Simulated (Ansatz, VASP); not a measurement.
**CsPbCl3: VASP beside Ansatz**

File INCAR:

```
ALGO     = Normal         # electronic algorithm
EDIFF    = 1E-6           # SCF threshold, eV
ENCUT    = 500            # plane-wave cutoff, eV
GGA      = PE             # functional
GGA_COMPAT= F            
ISIF     = 2              # what is computed and relaxed
ISMEAR   = 0              # smearing method
LASPH    = T              # aspherical terms in the spheres
LCHARG   = F              # write CHGCAR
LREAL    = F              # projectors in reciprocal space
LWAVE    = F              # write WAVECAR
NBANDS   = 30             # bands
NELM     = 120            # most SCF steps
PREC     = Accurate       # precision mode
SIGMA    = 0.1            # smearing width, eV
```

Contents of KPOINTS:

```
k-points
0
Gamma
  4 4 4
```

The input POSCAR:

```
CsPbCl3
1.0
    5.6050000000      0.0000000000      0.0000000000
    0.0000000000      5.6050000000      0.0000000000
    0.0000000000      0.0000000000      5.6050000000
Cs Pb Cl
1 1 3
Direct
    0.0000000000      0.0000000000      0.0000000000
    0.5000000000      0.5000000000      0.5000000000
    0.5000000000      0.5000000000      0.0000000000
    0.0000000000      0.5000000000      0.5000000000
    0.5000000000      0.0000000000      0.5000000000
```

Input for Ansatz:

```yaml
crystal:
  lattice:
    - [5.605, 0.0, 0.0]
    - [0.0, 5.605, 0.0]
    - [0.0, 0.0, 5.605]
  atoms:
    - { symbol: Cs, position: [0.0, 0.0, 0.0] }
    - { symbol: Pb, position: [0.5, 0.5, 0.5] }
    - { symbol: Cl, position: [0.5, 0.5, 0.0] }
    - { symbol: Cl, position: [0.0, 0.5, 0.5] }
    - { symbol: Cl, position: [0.5, 0.0, 0.5] }
basis:
  ecutwfc: 420
kpoints:
  mp_grid: { grid: [4, 4, 4] }
hamiltonian:
  xc: pbe
scf:
  occupations: { method: gaussian, width: 0.1 }
  mixing: { beta: 0.2 }
  n_extra_bands: 16
output:
  forces: true
  stress: true
  eigenvalues: true
```

Alike in both runs: task single point; functional PBE; k mesh 4 × 4 × 4; occupations gaussian, width 0.1 eV; no spin polarisation.

|  | VASP | Ansatz |
| --- | --- | --- |
| version | VASP 6.6.1 | Ansatz 0.2.0 |
| potentials or method | VASP PAW PBE potentials, release 64 (Cs_sv, Pb_d, Cl), cutoff 500 eV | scalar-relativistic, plane waves, PAW |
| valence electrons in the cell | 44 | 44 |

VASP gave:

* gap on the k mesh at the Fermi level (eV): 1.94
* least direct gap on the mesh (eV): 1.94
* pressure (GPa): 1.8

Which values does Ansatz return?

gap on the k mesh at the Fermi level (eV): 1.93; least direct gap on the mesh (eV): 1.93; pressure (GPa): 1.9.

Neither program's run includes spin-orbit coupling.
